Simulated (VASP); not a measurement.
# Sn (Im-3m) in VASP: notebook

The runs below take Sn through single point, with LDA, PBE.

All numbers are computed with VASP 6.6.1; they aren't measurements. Logs are shortened: lines on timing, memory, paths and dates and some standing lists are left out, and cuts for length are marked.

## 1. The cell of the first run

It takes space group Im-3m (No. 229, cubic). Conventional cell: a = 3.789 Å, b = 3.789 Å, c = 3.789 Å, α = 90.00°, β = 90.00°, γ = 90.00°. Within 4.3 Å of Sn (site symmetry m-3m) lie 14 Sn at 3.28 to 3.79 Å.

## 2. Single point, LDA

File INCAR:

```
SYSTEM = Sn
ALGO = Normal
EDIFF = 1E-6
ENCUT = 500
GGA = CA
GGA_COMPAT = .FALSE.
ISIF = 2
ISMEAR = 0
LASPH = .TRUE.
LCHARG = .FALSE.
LREAL = .FALSE.
LWAVE = .FALSE.
NBANDS = 13
NELM = 120
PREC = Accurate
SIGMA = 0.1
```

File KPOINTS:

```
k-points
0
G
  6 6 6
  0 0 0
```

File POSCAR:

```
Sn
1.0
   -1.8946518192      1.8946518192      1.8946518192
    1.8946518192     -1.8946518192      1.8946518192
    1.8946518192      1.8946518192     -1.8946518192
Sn
1
Direct
    0.0000000000      0.0000000000      0.0000000000
```

Potentials or basis: VASP PAW LDA potentials, release 64 (Sn_d).

On the command line:

```bash
cat potpaw_LDA.64/Sn_d/POTCAR > POTCAR
mpirun -np 1 vasp_std > vasp.out
```

OUTCAR:

```text
SYSTEM = Sn
   EDIFF = 1E-6
   ENCUT = 500
   GGA = CA
   ISIF = 2
   ISMEAR = 0
   LASPH = .TRUE.
   LREAL = .FALSE.
   NELM = 120
   PREC = Accurate

 ion  position               nearest neighbor table
   1  0.000  0.000  0.000-

  LATTYP: Found a body centered cubic cell.
 ALAT       =     3.7893036384

  Lattice vectors:

 A1 = (  -1.8946518192,   1.8946518192,   1.8946518192)
 A2 = (   1.8946518192,  -1.8946518192,   1.8946518192)
 A3 = (   1.8946518192,   1.8946518192,  -1.8946518192)

Analysis of symmetry for initial positions (statically):
=====================================================================
 Subroutine PRICEL returns:
 Original cell was already a primitive cell.

 Routine SETGRP: Setting up the symmetry group for a
 body centered cubic supercell.

 Subroutine GETGRP returns: Found 48 space group operations
 (whereof 48 operations were pure point group operations)
 out of a pool of 48 trial point group operations.

The static configuration has the point symmetry O_h .

Analysis of symmetry for dynamics (positions and initial velocities):
=====================================================================
 Subroutine PRICEL returns:
 Original cell was already a primitive cell.

 Routine SETGRP: Setting up the symmetry group for a
 body centered cubic supercell.

 Subroutine GETGRP returns: Found 48 space group operations
 (whereof 48 operations were pure point group operations)
 out of a pool of 48 trial point group operations.

The dynamic configuration has the point symmetry O_h .

 Subroutine INISYM returns: Found 48 space group operations
 (whereof 48 operations are pure point group operations),
 and found     1 'primitive' translations

----------------------------------------------------------------------------------------

                                     Primitive cell

  volume of cell :      27.2050

  direct lattice vectors                    reciprocal lattice vectors
    -1.894651819  1.894651819  1.894651819     0.000000000  0.263900731  0.263900731
     1.894651819 -1.894651819  1.894651819     0.263900731  0.000000000  0.263900731
     1.894651819  1.894651819 -1.894651819     0.263900731  0.263900731  0.000000000

  length of vectors
     3.281633214  3.281633214  3.281633214     0.373211993  0.373211993  0.373211993

  position of ions in fractional coordinates (direct lattice)
     0.000000000  0.000000000  0.000000000

  ion indices of the primitive-cell ions
   primitive index   ion index
                 1           1

----------------------------------------------------------------------------------------

 KPOINTS: k-points

Automatic generation of k-mesh.
 Grid dimensions read from file:
 generate k-points for:    6    6    6

 Generating k-lattice:

  Cartesian coordinates                     Fractional coordinates (reciprocal lattice)
     0.000000000  0.043983455  0.043983455     0.166666667  0.000000000  0.000000000
     0.043983455  0.000000000  0.043983455     0.000000000  0.166666667  0.000000000
     0.043983455  0.043983455  0.000000000     0.000000000  0.000000000  0.166666667

  Length of vectors
     0.062201999  0.062201999  0.062201999

  Shift w.r.t. Gamma in fractional coordinates (k-lattice)
     0.000000000  0.000000000  0.000000000

 Subroutine IBZKPT returns following result:
 ===========================================

 Found     16 irreducible k-points:

 Following reciprocal coordinates:
            Coordinates               Weight
  0.000000  0.000000  0.000000      1.000000
  0.166667  0.000000  0.000000     12.000000
  0.333333  0.000000  0.000000     12.000000
  0.500000  0.000000  0.000000      6.000000
  0.166667  0.166667  0.000000     24.000000
  0.333333  0.166667  0.000000     48.000000
[... 8 lines left out ...]
  0.500000  0.500000  0.333333     12.000000
  0.500000  0.500000  0.500000      1.000000
   k-points           NKPTS =     16   k-points in BZ     NKDIM =     16   number of bands    NBANDS=     13
   number of dos      NEDOS =    301   number of ions     NIONS =      1
   total plane-waves  NPLWV =  13824
   dimension x,y,z NGX =    24 NGY =   24 NGZ =   24
   dimension x,y,z NGXF=    48 NGYF=   48 NGZF=   48
   ions per type =               1
   NGX,Y,Z   is equivalent  to a cutoff of  12.16, 12.16, 12.16 a.u.
   NGXF,Y,Z  is equivalent  to a cutoff of  24.32, 24.32, 24.32 a.u.
 SYSTEM =  Sn
   PREC   = accura    normal or accurate (medium, high low for compatibility)
   ISTART =      0    job   : 0-new  1-cont  2-samecut
   ICHARG =      2    charge: 1-file 2-atom 10-const
   ISPIN  =      1    spin polarized calculation?
   LNONCOLLINEAR =      F non collinear calculations
   LSORBIT =      F    spin-orbit coupling
   LASPH  =      T    aspherical Exc in radial PAW
   ENCUT  =  500.0 eV  36.75 Ry    6.06 a.u.   5.98  5.98  5.98*2*pi/ulx,y,z
   NELM   =    120;   NELMIN=  2; NELMDL= -5     # of ELM steps
   EDIFF  = 0.1E-05   stopping-criterion for ELM
   LREAL  =      F    real-space projection
[... 7 lines left out ...]
   TEBEG  =    0.0;   TEEND  =   0.0 temperature during run
   PSTRESS=    0.0 pullay stress
   NELECT =      14.0000    total number of electrons
   NUPDOWN=      -1.0000    fix difference up-down
   EMIN   =  10.00;   EMAX   =-10.00  energy-range for DOS
   EFERMI =   0.00;   METHOD = LEGACY
   ISMEAR =     0;   SIGMA  =   0.10  broadening in eV -4-tet -1-fermi 0-gaus
   EFERMI_NEDOS =   21; number of points for ismear=-14 and -15
   IALGO  =     38    algorithm
   IMIX   =      4    mixing-type and parameters
     AMIX     =   0.40;   BMIX     =  1.00
     AMIX_MAG =   1.60;   BMIX_MAG =  1.00
  volume/ion in A,a.u.               =      27.20       183.59
  Fermi-wavevector in a.u.,A,eV,Ry     =   1.311902  2.479136 23.416813  1.721087
  Thomas-Fermi vector in A             =   2.442332
   LORBIT       =      0    0 simple, 1 ext, 2 COOP (PROOUT), +10 PAW based schemes
   GGA     = CA    functional components
   LHFCALC =     F    Hartree Fock is set to
   AEXX    =    0.0000 exact exchange contribution
   IVDW    =     0    specifies the selected vdW correction
   LEPSILON=     F    determine dielectric tensor
   LRPA    =     F    only Hartree local field effects (RPA)
 non-spin polarized calculation
 Gauss-broadening in eV      SIGMA  =   0.10
  energy-cutoff  :      500.00
  volume of cell :       27.20
 maximum number of plane-waves:       712
   NGX = 11   NGY = 11   NGZ = 11

 number of electron      13.9999996 magnetization

 Free energy of the ion-electron system (eV)
  ---------------------------------------------------
  ext. energy  EPLUGINS =         0.00000000
  ---------------------------------------------------
  free energy    TOTEN  =        -4.45058204 eV

  energy without entropy =       -4.44808535  energy(sigma->0) =       -4.44933369

 E-fermi :   7.9346     XC(G=0): -10.6006

 val. band max:        7.4017613307   @ k =   0.3333   0.1667   0.1667
 cond. band min:       7.9823266049   @ k =   0.5000   0.5000   0.3333
 fundamental gap:      0.5805652742
 Fermi energy:         7.9346329773

 k-point     1 :       0.0000    0.0000    0.0000
  band No.  band energies     occupation
      1     -13.6505      2.00000
      2     -13.6505      2.00000
      3     -13.6505      2.00000
      4     -13.5097      2.00000
      5     -13.5097      2.00000
      6      -3.2916      2.00000
      7      15.6254      0.00000
      8      15.6254      0.00000
      9      15.6254      0.00000
     10      20.0140      0.00000
     11      20.0140      0.00000
     12      20.0140      0.00000
     13      20.5960      0.00000

 k-point     2 :       0.1667    0.0000    0.0000
  band No.  band energies     occupation
      1     -13.6620      2.00000
      2     -13.6350      2.00000
      3     -13.5953      2.00000
      4     -13.5215      2.00000
      5     -13.5113      2.00000
      6      -2.6875      2.00000
      7      11.9078      0.00000
      8      13.9702      0.00000
      9      14.9214      0.00000
     10      17.5719      0.00000
     11      17.9572      0.00000
     12      19.6822      0.00000
     13      21.6513      0.00000

 k-point     3 :       0.3333    0.0000    0.0000
  band No.  band energies     occupation
      1     -13.6850      2.00000
      2     -13.6249      2.00000
      3     -13.5270      2.00000
      4     -13.5143      2.00000
      5     -13.4828      2.00000
      6      -0.8873      2.00000
      7       6.8041      2.00000
      8      12.0531      0.00000
      9      13.7065      0.00000
     10      16.2428      0.00000
     11      16.6022      0.00000
     12      21.0671      0.00000
     13      22.7479      0.00000

 k-point     4 :       0.5000    0.0000    0.0000
  band No.  band energies     occupation
      1     -13.6965      2.00000
      2     -13.6331      2.00000
      3     -13.5179      2.00000
      4     -13.5157      2.00000
      5     -13.4254      2.00000
      6       1.3296      2.00000
      7       3.4172      2.00000
      8      11.3389      0.00000
      9      13.2022      0.00000
     10      15.8235      0.00000
     11      16.1572      0.00000
     12      22.7548      0.00000
     13      23.8021      0.00000

 k-point     5 :       0.1667    0.1667    0.0000
  band No.  band energies     occupation
      1     -13.6628      2.00000
      2     -13.6268      2.00000
      3     -13.5331      2.00000
      4     -13.5238      2.00000
      5     -13.5106      2.00000
      6      -1.4827      2.00000
      7       8.9881      0.00000
      8      10.7095      0.00000
      9      13.2952      0.00000
     10      17.7922      0.00000
     11      18.2379      0.00000
     12      20.7351      0.00000
     13      22.4629      0.00000

 k-point     6 :       0.3333    0.1667    0.0000
  band No.  band energies     occupation
      1     -13.6734      2.00000
      2     -13.6109      2.00000
      3     -13.5262      2.00000
      4     -13.5224      2.00000
      5     -13.4573      2.00000
      6       0.7975      2.00000
      7       5.0564      2.00000
      8       8.8714      0.00000
      9      12.2919      0.00000
     10      17.1565      0.00000
     11      19.7087      0.00000
     12      20.8264      0.00000
     13      23.2474      0.00000

 k-point     7 :       0.3333    0.3333    0.0000
  band No.  band energies     occupation
      1     -13.6623      2.00000
      2     -13.5583      2.00000
      3     -13.5583      2.00000
      4     -13.4952      2.00000
      5     -13.4952      2.00000
      6       2.3255      2.00000
      7       5.3726      2.00000
      8       5.3726      2.00000
      9      11.8297      0.00000
     10      18.9499      0.00000
     11      20.1070      0.00000
     12      20.1070      0.00000
     13      26.3099      0.00000
[... 65 lines left out ...]
 k-point    12 :       0.5000    0.5000    0.1667
  band No.  band energies     occupation
      1     -13.6354      2.00000
      2     -13.6179      2.00000
      3     -13.5554      2.00000
      4     -13.5238      2.00000
      5     -13.4306      2.00000
      6       1.8639      2.00000
      7       4.0452      2.00000
      8       9.7791      0.00000
      9      11.3763      0.00000
     10      17.1899      0.00000
     11      18.6403      0.00000
     12      19.0830      0.00000
     13      19.7600      0.00000

 k-point    13 :      -0.3333    0.5000    0.1667
  band No.  band energies     occupation
      1     -13.6078      2.00000
      2     -13.6065      2.00000
      3     -13.5782      2.00000
      4     -13.5027      2.00000
      5     -13.4549      2.00000
      6       1.8779      2.00000
      7       5.7784      2.00000
      8       7.0659      2.00000
      9      12.3700      0.00000
     10      15.3425      0.00000
     11      17.8676      0.00000
     12      18.7494      0.00000
     13      24.4765      0.00000

 k-point    14 :      -0.3333    0.3333    0.3333
  band No.  band energies     occupation
      1     -13.6287      2.00000
      2     -13.5953      2.00000
      3     -13.5099      2.00000
      4     -13.5099      2.00000
      5     -13.4970      2.00000
      6       1.4364      2.00000
      7       8.4878      0.00000
      8       8.6498      0.00000
      9       8.6498      0.00000
     10      12.7332      0.00000
     11      17.5009      0.00000
     12      23.5326      0.00000
     13      23.8451      0.00000

 k-point    15 :       0.5000    0.5000    0.3333
  band No.  band energies     occupation
      1     -13.6449      2.00000
      2     -13.6325      2.00000
      3     -13.5104      2.00000
      4     -13.4794      2.00000
      5     -13.4411      2.00000
      6       3.4364      2.00000
      7       5.7640      2.00000
      8       7.9823      0.50000
      9       9.2105      0.00000
     10      13.3341      0.00000
     11      14.3227      0.00000
     12      23.1318      0.00000
     13      24.0731      0.00000

 k-point    16 :       0.5000    0.5000    0.5000
  band No.  band energies     occupation
      1     -13.6700      2.00000
      2     -13.6700      2.00000
      3     -13.4463      2.00000
      4     -13.4463      2.00000
      5     -13.4463      2.00000
      6       5.1891      2.00000
      7       7.3145      2.00000
      8       7.3145      2.00000
      9       7.3145      2.00000
     10      11.7622      0.00000
     11      11.7622      0.00000
     12      26.0103      0.00000
     13      28.5993      0.00000

------------------------ aborting loop because EDIFF is reached ----------------------------------------

  FORCE on cell =-STRESS in cart. coord.  units (eV):
  Direction    XX          YY          ZZ          XY          YZ          ZX
  --------------------------------------------------------------------------------------
  -------------------------------------------------------------------------------------
  Total       -0.5937341     -0.5937341     -0.5937341      0.0000000      0.0000000      0.0000000
  in kB      -34.9666788    -34.9666788    -34.9666788      0.0000000      0.0000000      0.0000000
  external PRESSURE =     -34.9666788 kB  Pullay stress =       0.0000000 kB

 VOLUME and BASIS-vectors are now :
 -----------------------------------------------------------------------------
  energy-cutoff  :      500.00
  volume of cell :       27.20
      direct lattice vectors                 reciprocal lattice vectors
    -1.894651819  1.894651819  1.894651819     0.000000000  0.263900731  0.263900731
     1.894651819 -1.894651819  1.894651819     0.263900731  0.000000000  0.263900731
     1.894651819  1.894651819 -1.894651819     0.263900731  0.263900731  0.000000000

 POSITION                                       TOTAL-FORCE (eV/Angst)
 -----------------------------------------------------------------------------------
      0.00000      0.00000      0.00000        -0.000000      0.000000      0.000000
 -----------------------------------------------------------------------------------
    total drift:                               -0.000000      0.000000      0.000000

  FREE ENERGIE OF THE ION-ELECTRON SYSTEM (eV)
  ---------------------------------------------------
  free  energy   TOTEN  =        -4.4505820372 eV

  energy  without entropy=       -4.4480853487  energy(sigma->0) =       -4.44933369
```

Wall time 3.5 s (1 thread of AMD EPYC 9R45 (Zen 5), shared host); peak memory 0.09 GiB.

What came out:

```yaml
Free_energy: -4.4506 eV
Pressure: -3.5 GPa
Band_gap_on_the_k_mesh: zero (band 7 reaches 15.63 eV, above the bottom of band 8 at 5.37 eV)
```

Caveat: the k points lie up to 0.39 Å⁻¹ apart; spin-orbit coupling is left out, which moves the levels of the heavy elements.

## 3. Single point, PBE

File INCAR:

```
  ALGO = Normal
  EDIFF = 1E-6
  ENCUT = 500
  GGA = PE
  GGA_COMPAT = False
  ISIF = 2
  ISMEAR = -1
  LASPH = True
  LCHARG = False
  LREAL = False
  LWAVE = False
  NBANDS = 13
  NELM = 120
  PREC = Accurate
  SIGMA = 0.2585199978643553
```

File KPOINTS:

```
k-points
0
Gamma
  6 6 6
```

POSCAR is that of step 2.

Potentials or basis: VASP PAW PBE potentials, release 64 (Sn_d).

On the command line:

```bash
cat potpaw_PBE.64/Sn_d/POTCAR > POTCAR
mpirun -np 1 vasp_std > vasp.out
```

Run time: 3.4 s. Hardware: 1 thread of AMD EPYC 9R45 (Zen 5), shared host; peak memory 0.1 GiB.

Results (log left out):

| Property | Result |
| --- | --- |
| Free energy | -3.8389 eV |
| Pressure | 0.9 GPa |
| Band gap on the k mesh | zero (band 7 reaches 16.04 eV, above the bottom of band 8 at 5.62 eV) |

Levels at points of the mesh, in eV from the Fermi level:
| k point | band 4 | band 5 | band 6 | band 7 | band 8 | band 9 | band 10 | band 11 |
| --- | --- | --- | --- | --- | --- | --- | --- | --- |
| (0.00, 0.00, 0.00) | -21.52 | -21.52 | -11.17 | 7.87 | 7.87 | 7.87 | 12.02 | 12.02 |
| (0.50, 0.00, 0.00) | -21.52 | -21.44 | -6.50 | -4.51 | 3.51 | 5.35 | 7.86 | 8.15 |
| (0.50, 0.50, 0.50) | -21.46 | -21.46 | -2.57 | -0.57 | -0.57 | -0.57 | 3.74 | 3.74 |

Caveat: the k points lie up to 0.39 Å⁻¹ apart; spin-orbit coupling is left out, which moves the levels of the heavy elements.
